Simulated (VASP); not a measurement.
A run of VASP 6.6.1:

INCAR

```
  PREC = Accurate
  ENCUT = 600
  EDIFF = 1E-6
  ISMEAR = 0
  SIGMA = 0.1
  LREAL = F
  LASPH = T
  NELM = 120
  ALGO = Normal
  ISIF = 2
  LWAVE = F
  LCHARG = T
  GGA = CA
  LELF = T
  LVHAR = T
  NBANDS = 16
  GGA_COMPAT = F
```

File KPOINTS:

```
regular mesh
0
Gamma
  16 16 16
```

POSCAR

```
CdO
1.0
    0.0000000000      2.3171316566      2.3171316566
    2.3171316566      0.0000000000      2.3171316566
    2.3171316566      2.3171316566      0.0000000000
Cd O
1 1
Direct
    0.0000000000      0.0000000000      0.0000000000
    0.5000000000      0.5000000000      0.5000000000
```

Potentials or basis: VASP PAW LDA potentials, release 64 (Cd, O).

Launch:

```console
$ cat potpaw_LDA.64/Cd/POTCAR potpaw_LDA.64/O/POTCAR > POTCAR
$ mpirun -np 1 vasp_std > vasp.out
```

Hardware: 1 thread of AMD EPYC 9R45 96-Core Processor (Zen 5) (shared host).

Q: How long does it take, and how much memory?

A: Wall time 40 s on 1 thread of AMD EPYC 9R45 96-Core Processor (Zen 5), with other jobs on the host, peak memory 0.16 GiB. Counts: scf iterations 13, k points 145.
